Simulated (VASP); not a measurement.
# Tl (P6_3/mmc) in VASP: further runs

The runs below take Tl through single point, relaxation of cell and atoms, with PBEsol.

Program: VASP 6.6.1. These are calculated values, not measurements. Logs are shortened: lines on timing, memory, paths and dates and some standing lists are left out, and cuts for length are marked.

### Step 1. The cell of the first run

Symmetry: P6_3/mmc, No. 194, hexagonal system. The conventional cell has a = 3.500 Å, b = 3.500 Å, c = 5.398 Å, α = 90.00°, β = 90.00°, γ = 120.00°. Tl (site symmetry -6m2) has 12 Tl at 3.37 to 3.50 Å within 4.4 Å.

### Step 2. Single point, PBEsol

File INCAR:

```
SYSTEM = Tl
PREC = Accurate ; ENCUT = 520
EDIFF = 1E-6 ; ISMEAR = 0
SIGMA = 0.1 ; LREAL = .False.
LASPH = .True. ; NELM = 60
ALGO = Fast ; ISIF = 2
LWAVE = .False. ; LCHARG = .False.
GGA = PS ; NBANDS = 20
```

File KPOINTS:

```
Automatic mesh
0
Gamma
  15 15 8
  0 0 0
```

File POSCAR:

```
Tl
1.0
    3.5002855112      0.0000000000      0.0000000000
   -1.7501427556      3.0313361732      0.0000000000
    0.0000000000      0.0000000000      5.3978208429
Tl
2
Direct
    0.3333333333      0.6666666667      0.2500000000
    0.6666666667      0.3333333333      0.7500000000
```

Potentials or basis: VASP PAW PBE potentials, release 64 (Tl_d).

Run with:

```console
$ cat potpaw_PBE.64/Tl_d/POTCAR > POTCAR
$ mpirun -np 1 vasp_std > vasp.out
```

OUTCAR:

```text
SYSTEM = Tl
   PREC = Accurate
   ENCUT = 520
   EDIFF = 1E-6
   ISMEAR = 0
   LREAL = .False.
   LASPH = .True.
   NELM = 60
   ISIF = 2
   GGA = PS

 ion  position               nearest neighbor table
   1  0.333  0.667  0.250-   2 3.37   2 3.37   2 3.37   2 3.37   2 3.37   2 3.37
   2  0.667  0.333  0.750-   1 3.37   1 3.37   1 3.37   1 3.37   1 3.37   1 3.37

  LATTYP: Found a hexagonal cell.
 ALAT       =     3.5002855112
 C/A-ratio  =     1.5421087296

  Lattice vectors:

 A1 = (   3.5002855112,   0.0000000000,   0.0000000000)
 A2 = (  -1.7501427556,   3.0313361732,   0.0000000000)
 A3 = (   0.0000000000,   0.0000000000,   5.3978208429)

Analysis of symmetry for initial positions (statically):
=====================================================================
 Subroutine PRICEL returns:
 Original cell was already a primitive cell.

 Routine SETGRP: Setting up the symmetry group for a
 hexagonal supercell.

 Subroutine GETGRP returns: Found 24 space group operations
 (whereof 12 operations were pure point group operations)
 out of a pool of 24 trial point group operations.

The static configuration has the point symmetry D_3d.
 The point group associated with its full space group is D_6h.

Analysis of symmetry for dynamics (positions and initial velocities):
=====================================================================
 Subroutine PRICEL returns:
 Original cell was already a primitive cell.

 Routine SETGRP: Setting up the symmetry group for a
 hexagonal supercell.

 Subroutine GETGRP returns: Found 24 space group operations
 (whereof 12 operations were pure point group operations)
 out of a pool of 24 trial point group operations.

The dynamic configuration has the point symmetry D_3d.
 The point group associated with its full space group is D_6h.

 Subroutine INISYM returns: Found 24 space group operations
 (whereof 12 operations are pure point group operations),
 and found     1 'primitive' translations

----------------------------------------------------------------------------------------

                                     Primitive cell

  volume of cell :      57.2738

  direct lattice vectors                    reciprocal lattice vectors
     3.500285511  0.000000000  0.000000000     0.285690981  0.164943765  0.000000000
    -1.750142756  3.031336173  0.000000000     0.000000000  0.329887529  0.000000000
     0.000000000  0.000000000  5.397820843     0.000000000  0.000000000  0.185259946

  length of vectors
     3.500285511  3.500285511  5.397820843     0.329887529  0.329887529  0.185259946

  position of ions in fractional coordinates (direct lattice)
     0.333333333  0.666666667  0.250000000
     0.666666667  0.333333333  0.750000000

  ion indices of the primitive-cell ions
   primitive index   ion index
                 1           1
                 2           2

----------------------------------------------------------------------------------------

 KPOINTS: Automatic mesh

Automatic generation of k-mesh.
 Grid dimensions read from file:
 generate k-points for:   15   15    8

 Generating k-lattice:

  Cartesian coordinates                     Fractional coordinates (reciprocal lattice)
     0.019046065  0.010996251  0.000000000     0.066666667  0.000000000  0.000000000
     0.000000000  0.021992502  0.000000000     0.000000000  0.066666667  0.000000000
     0.000000000  0.000000000  0.023157493     0.000000000  0.000000000  0.125000000

  Length of vectors
     0.021992502  0.021992502  0.023157493

  Shift w.r.t. Gamma in fractional coordinates (k-lattice)
     0.000000000  0.000000000  0.000000000

 Subroutine IBZKPT returns following result:
 ===========================================

 Found    135 irreducible k-points:

 Following reciprocal coordinates:
            Coordinates               Weight
  0.000000  0.000000  0.000000      1.000000
  0.066667  0.000000  0.000000      6.000000
  0.133333 -0.000000  0.000000      6.000000
  0.200000 -0.000000  0.000000      6.000000
  0.266667 -0.000000  0.000000      6.000000
  0.333333  0.000000  0.000000      6.000000
[... 16 lines left out ...]
  0.333333  0.200000  0.000000     12.000000
  0.400000  0.200000  0.000000      6.000000
 [... further k-points ...]
   k-points           NKPTS =    135   k-points in BZ     NKDIM =    135   number of bands    NBANDS=     20
   number of dos      NEDOS =    301   number of ions     NIONS =      2
   total plane-waves  NPLWV =  31360
   dimension x,y,z NGX =    28 NGY =   28 NGZ =   40
   dimension x,y,z NGXF=    56 NGYF=   56 NGZF=   80
   ions per type =               2
   NGX,Y,Z   is equivalent  to a cutoff of  13.30, 13.30, 12.32 a.u.
   NGXF,Y,Z  is equivalent  to a cutoff of  26.60, 26.60, 24.64 a.u.
 SYSTEM =  Tl
   PREC   = accura    normal or accurate (medium, high low for compatibility)
   ISTART =      0    job   : 0-new  1-cont  2-samecut
   ICHARG =      2    charge: 1-file 2-atom 10-const
   ISPIN  =      1    spin polarized calculation?
   LNONCOLLINEAR =      F non collinear calculations
   LSORBIT =      F    spin-orbit coupling
   LASPH  =      T    aspherical Exc in radial PAW
   ENCUT  =  520.0 eV  38.22 Ry    6.18 a.u.   6.51  6.51 10.04*2*pi/ulx,y,z
   NELM   =     60;   NELMIN=  2; NELMDL= -5     # of ELM steps
   EDIFF  = 0.1E-05   stopping-criterion for ELM
   LREAL  =      F    real-space projection
   EDIFFG = 0.1E-04   stopping-criterion for IOM
   NSW    =      0    number of steps for IOM
   IBRION =     -1    ionic relax: 0-MD 1-quasi-New 2-CG
   NFREE  =      0    steps in history (QN), initial steepest desc. (CG)
   ISIF   =      2    stress and relaxation
   ISYM   =      2    0-nonsym 1-usesym 2-fastsym
   POTIM  = 0.5000    time-step for ionic-motion
   TEBEG  =    0.0;   TEEND  =   0.0 temperature during run
   PSTRESS=    0.0 pullay stress
   NELECT =      26.0000    total number of electrons
   NUPDOWN=      -1.0000    fix difference up-down
   EMIN   =  10.00;   EMAX   =-10.00  energy-range for DOS
   EFERMI =   0.00;   METHOD = LEGACY
   ISMEAR =     0;   SIGMA  =   0.10  broadening in eV -4-tet -1-fermi 0-gaus
   EFERMI_NEDOS =   21; number of points for ismear=-14 and -15
   IALGO  =     68    algorithm
   IMIX   =      4    mixing-type and parameters
     AMIX     =   0.40;   BMIX     =  1.00
     AMIX_MAG =   1.60;   BMIX_MAG =  1.00
  volume/ion in A,a.u.               =      28.64       193.25
  Fermi-wavevector in a.u.,A,eV,Ry     =   1.258193  2.377640 21.538698  1.583050
  Thomas-Fermi vector in A             =   2.391815
   LORBIT       =      0    0 simple, 1 ext, 2 COOP (PROOUT), +10 PAW based schemes
   GGA     = PS    functional components
   LHFCALC =     F    Hartree Fock is set to
   AEXX    =    0.0000 exact exchange contribution
   IVDW    =     0    specifies the selected vdW correction
   LEPSILON=     F    determine dielectric tensor
   LRPA    =     F    only Hartree local field effects (RPA)
 non-spin polarized calculation
 RMM-DIIS sequential band-by-band and
 Gauss-broadening in eV      SIGMA  =   0.10
  energy-cutoff  :      520.00
  volume of cell :       57.27
 maximum number of plane-waves:      1574
 NGX is ok and might be reduce to    28
   NGX = 13   NGY = 13   NGZ = 21

 number of electron      25.9999997 magnetization

 Free energy of the ion-electron system (eV)
  ---------------------------------------------------
  ext. energy  EPLUGINS =         0.00000000
  ---------------------------------------------------
  free energy    TOTEN  =        -5.26361916 eV

  energy without entropy =       -5.26056338  energy(sigma->0) =       -5.26209127

 E-fermi :   6.3611     XC(G=0): -10.3575

 val. band max:        6.3017851572   @ k =   0.0667   0.0000   0.2500
 cond. band min:       6.3950202801   @ k =   0.3333   0.3333   0.2500
 fundamental gap:      0.0932351229
 Fermi energy:         6.3611274471

 k-point     1 :       0.0000    0.0000    0.0000
  band No.  band energies     occupation
      1      -5.3752      2.00000
      2      -5.1151      2.00000
      3      -5.1151      2.00000
      4      -5.1028      2.00000
      5      -5.0544      2.00000
      6      -5.0544      2.00000
[... 12 lines left out ...]
     19      16.8042      0.00000
     20      18.1177      0.00000

 k-point     2 :       0.0667    0.0000    0.0000
  band No.  band energies     occupation
      1      -5.3614      2.00000
      2      -5.1491      2.00000
      3      -5.0973      2.00000
      4      -5.0666      2.00000
      5      -5.0578      2.00000
      6      -5.0571      2.00000
[... 12 lines left out ...]
     19      17.3465      0.00000
     20      17.8766      0.00000

 k-point     3 :       0.1333   -0.0000    0.0000
  band No.  band energies     occupation
      1      -5.3353      2.00000
      2      -5.1794      2.00000
      3      -5.0872      2.00000
      4      -5.0816      2.00000
      5      -5.0587      2.00000
      6      -5.0469      2.00000
[... 12 lines left out ...]
     19      16.8423      0.00000
     20      18.1357      0.00000

 k-point     4 :       0.2000   -0.0000    0.0000
  band No.  band energies     occupation
      1      -5.3403      2.00000
      2      -5.1802      2.00000
      3      -5.1358      2.00000
      4      -5.1152      2.00000
      5      -5.0581      2.00000
      6      -4.9719      2.00000
[... 12 lines left out ...]
     19      16.3553      0.00000
     20      17.7747      0.00000

 k-point     5 :       0.2667   -0.0000    0.0000
  band No.  band energies     occupation
      1      -5.3807      2.00000
      2      -5.1987      2.00000
      3      -5.1813      2.00000
      4      -5.1511      2.00000
      5      -5.0304      2.00000
      6      -4.8853      2.00000
[... 12 lines left out ...]
     19      15.8057      0.00000
     20      17.0888      0.00000
[... 353 lines left out ...]
      6      -4.8995      2.00000
[... 12 lines left out ...]
     19      14.8377      0.00000
     20      18.0411      0.00000

 k-point    22 :       0.2667    0.2000    0.0000
  band No.  band energies     occupation
      1      -5.3565      2.00000
      2      -5.2975      2.00000
      3      -5.2135      2.00000
      4      -5.1533      2.00000
      5      -4.9393      2.00000
      6      -4.9350      2.00000
[... 12 lines left out ...]
     19      14.2447      0.00000
     20      18.1034      0.00000

 k-point    23 :       0.3333    0.2000    0.0000
  band No.  band energies     occupation
      1      -5.3944      2.00000
      2      -5.3195      2.00000
      3      -5.1738      2.00000
      4      -5.1476      2.00000
      5      -4.9704      2.00000
      6      -4.9189      2.00000
[... 12 lines left out ...]
     19      13.9302      0.00000
     20      17.9653      0.00000

 k-point    24 :       0.4000    0.2000    0.0000
  band No.  band energies     occupation
      1      -5.4077      2.00000
      2      -5.3273      2.00000
      3      -5.1591      2.00000
      4      -5.1441      2.00000
      5      -4.9828      2.00000
      6      -4.9028      2.00000
[... 12 lines left out ...]
     19      13.8315      0.00000
     20      17.9142      0.00000

 [... further k-points ...]
[... 5 lines left out ...]
  --------------------------------------------------------------------------------------
  -------------------------------------------------------------------------------------
  Total       -0.0150585     -0.0150585     -0.0271192      0.0000000     -0.0000000     -0.0000000
  in kB       -0.4212453     -0.4212453     -0.7586322      0.0000000     -0.0000000     -0.0000000
  external PRESSURE =      -0.5337076 kB  Pullay stress =       0.0000000 kB

 VOLUME and BASIS-vectors are now :
 -----------------------------------------------------------------------------
  energy-cutoff  :      520.00
  volume of cell :       57.27
      direct lattice vectors                 reciprocal lattice vectors
     3.500285511  0.000000000  0.000000000     0.285690981  0.164943765  0.000000000
    -1.750142756  3.031336173  0.000000000     0.000000000  0.329887529  0.000000000
     0.000000000  0.000000000  5.397820843     0.000000000  0.000000000  0.185259946

 POSITION                                       TOTAL-FORCE (eV/Angst)
 -----------------------------------------------------------------------------------
     -0.00000      2.02089      1.34946        -0.000000      0.000000      0.000000
      1.75014      1.01045      4.04837         0.000000     -0.000000      0.000000
 -----------------------------------------------------------------------------------
    total drift:                                0.000000     -0.000000      0.000000

  FREE ENERGIE OF THE ION-ELECTRON SYSTEM (eV)
  ---------------------------------------------------
  free  energy   TOTEN  =        -5.2636191597 eV

  energy  without entropy=       -5.2605633758  energy(sigma->0) =       -5.26209127
```

Wall time 54 s (1 thread of Intel Xeon 6975P-C (Granite Rapids), shared host); peak memory 0.25 GiB.

What came out:

```
Free energy            : -5.2636 eV
Pressure               : -0.1 GPa
Band gap on the k mesh : zero (bands 13 and 14 overlap by 6.13 eV)
```

Levels at points of the mesh, in eV from the Fermi level:
```csv
k point,band 10,band 11,band 12,band 13,band 14,band 15,band 16,band 17
"(0.00, 0.00, 0.00)",-11.02,-10.05,-4.75,-2.73,7.53,7.53,9.71,9.71
"(0.00, 0.00, 0.50)",-11.13,-8.55,-8.55,3.87,3.87,8.58,8.58,8.58
```

Caveat: the PAW data sets were made with another functional, which shifts forces and pressure a little; spin-orbit coupling is left out, which moves the levels of the heavy elements.

### Step 3. Relaxation of cell and atoms, PBEsol

This run uses another cell than the first one, of 29.61 Å³/atom.

File INCAR:

```
SYSTEM = Tl
  PREC = Accurate
  ENCUT = 600
  EDIFF = 1E-7
  ISMEAR = 0
  SIGMA = 0.1
  LREAL = .False.
  LASPH = .True.
  NELM = 60
  ALGO = Fast
  ISIF = 3
  LWAVE = .False.
  LCHARG = .False.
  GGA = PS
  IBRION = 2
  NSW = 70
  EDIFFG = -0.005
```

KPOINTS is that of step 2.

File POSCAR:

```
Tl
1.0
    3.5345601881      0.0000000000      0.0000000000
   -1.7672800941      3.0610189141      0.0000000000
    0.0000000000      0.0000000000      5.4733818347
Tl
2
Direct
    0.3333333333      0.6666666667      0.2500000000
    0.6666666667      0.3333333333      0.7500000000
```

Potentials or basis: VASP PAW PBE potentials, release 64 (Tl_d).

Run with:

```console
$ cat potpaw_PBE.64/Tl_d/POTCAR > POTCAR
$ mpirun -np 1 vasp_std > vasp.out
```

OUTCAR:

```text
SYSTEM = Tl
   PREC = Accurate
   ENCUT = 600
   EDIFF = 1E-7
   ISMEAR = 0
   LREAL = .False.
   LASPH = .True.
   NELM = 60
   ISIF = 3
   GGA = PS
   IBRION = 2
   NSW = 70
   EDIFFG = -0.005

 ion  position               nearest neighbor table
   1  0.333  0.667  0.250-   2 3.41   2 3.41   2 3.41   2 3.41   2 3.41   2 3.41
   2  0.667  0.333  0.750-   1 3.41   1 3.41   1 3.41   1 3.41   1 3.41   1 3.41

  LATTYP: Found a hexagonal cell.
 ALAT       =     3.5345601881
 C/A-ratio  =     1.5485326444

  Lattice vectors:

 A1 = (   3.5345601881,   0.0000000000,   0.0000000000)
 A2 = (  -1.7672800941,   3.0610189141,   0.0000000000)
 A3 = (   0.0000000000,   0.0000000000,   5.4733818347)

Analysis of symmetry for initial positions (statically):
=====================================================================
[... 437 lines left out ...]

 E-fermi :   6.3531     XC(G=0): -10.3524

 val. band max:        6.3065638535   @ k =   0.0667   0.0000   0.2500
 cond. band min:       6.3839846592   @ k =   0.3333   0.3333   0.2500
 fundamental gap:      0.0774208057
 Fermi energy:         6.3530684643

 k-point     1 :       0.0000    0.0000    0.0000
  band No.  band energies     occupation
      1      -5.3836      2.00000
      2      -5.1241      2.00000
      3      -5.1241      2.00000
      4      -5.1103      2.00000
      5      -5.0633      2.00000
      6      -5.0633      2.00000
[... 457 lines left out ...]
      4      -5.1540      2.00000
      5      -4.9919      2.00000
      6      -4.9134      2.00000
[... 9 lines left out ...]
     16       8.3711      0.00000
     17      10.2186      0.00000

 [... further k-points ...]

------------------------ aborting loop because EDIFF is reached ----------------------------------------

  FORCE on cell =-STRESS in cart. coord.  units (eV):
  Direction    XX          YY          ZZ          XY          YZ          ZX
  --------------------------------------------------------------------------------------
  -------------------------------------------------------------------------------------
  Total       -0.0075229     -0.0075229     -0.0066130      0.0000000     -0.0000000      0.0000000
  in kB       -0.2102378     -0.2102378     -0.1848102      0.0000000     -0.0000000      0.0000000
  external PRESSURE =      -0.2017619 kB  Pullay stress =       0.0000000 kB
[... 17 lines left out ...]
  FREE ENERGIE OF THE ION-ELECTRON SYSTEM (eV)
  ---------------------------------------------------
  free  energy   TOTEN  =        -5.2639809775 eV

  energy  without entropy=       -5.2609964545  energy(sigma->0) =       -5.26248872

 reached required accuracy - stopping structural energy minimisation
```

OSZICAR:

```text
N       E                     dE             d eps       ncg     rms          rms(c)
DAV:   1     0.136461277179E+03    0.13646E+03   -0.15477E+04  4614   0.161E+03
DAV:   2    -0.286965065927E+01   -0.13933E+03   -0.13778E+03  4849   0.313E+02
[... 71 lines left out ...]
DAV:   1    -0.526445679609E+01   -0.48452E-03   -0.21464E-02  4724   0.114E+00    0.958E-02
RMM:   2    -0.526414041042E+01    0.31639E-03   -0.17070E-04  4590   0.111E-01    0.572E-02
RMM:   3    -0.526397960320E+01    0.16081E-03   -0.23246E-04  4598   0.111E-01    0.583E-03
RMM:   4    -0.526398071929E+01   -0.11161E-05   -0.13771E-05  4590   0.351E-02    0.261E-03
RMM:   5    -0.526398095890E+01   -0.23961E-06   -0.23173E-06  4590   0.146E-02    0.787E-04
RMM:   6    -0.526398097755E+01   -0.18646E-07   -0.32179E-07  3312   0.531E-03
   8 F= -.52639810E+01 E0= -.52624887E+01  d E =-.353454E-04
```

Wall time 5.1 min (1 thread of Intel Xeon 6975P-C (Granite Rapids), shared host); peak memory 0.3 GiB.

Results:

```yaml
Free_energy: -5.2640 eV
Relaxed_volume: 28.67 Å³/atom
Relaxed_cell: a = 3.503 Å, b = 3.503 Å, c = 5.394 Å, α = 90.00°, β = 90.00°, γ = 120.00°
Space_group_after_relaxing_to_0.1_Å: P6_3/mmc (No. 194)
Energy_gained_by_relaxing: 3.5 meV/atom
Ionic_steps: 8
Pressure_after_relaxing: 0.0 GPa
Band_gap_on_the_k_mesh: zero (bands 13 and 14 overlap by 6.15 eV)
```

Step by step:
```tsv
step	energy change (eV)	largest force (eV/Å)	pressure (GPa)	volume (Å³)
1	0.0000	0.0000	-1.12	59.22
2	-0.0070	0.0000	-0.11	57.46
3	-0.0071	0.0000	0.01	57.28
4	-0.0070	0.0000	-0.03	57.32
5	-0.0071	0.0000	-0.02	57.32
6	-0.0071	0.0000	-0.02	57.33
7	-0.0071	0.0000	-0.02	57.33
8	-0.0071	0.0000	-0.02	57.33
```

Final structure:
```cif
data_structure
_symmetry_space_group_name_H-M 'P 1'
_symmetry_Int_Tables_number 1
_cell_length_a 3.5034
_cell_length_b 3.5034
_cell_length_c 5.3937
_cell_angle_alpha 90.000
_cell_angle_beta 90.000
_cell_angle_gamma 120.000
_cell_volume 57.33
loop_
_atom_site_label
_atom_site_type_symbol
_atom_site_fract_x
_atom_site_fract_y
_atom_site_fract_z
_atom_site_occupancy
Tl1 Tl 0.33333 0.66667 0.25000 1
Tl2 Tl 0.66667 0.33333 0.75000 1
```

Caveat: the PAW data sets were made with another functional, which shifts forces and pressure a little; spin-orbit coupling is left out, which moves the levels of the heavy elements.
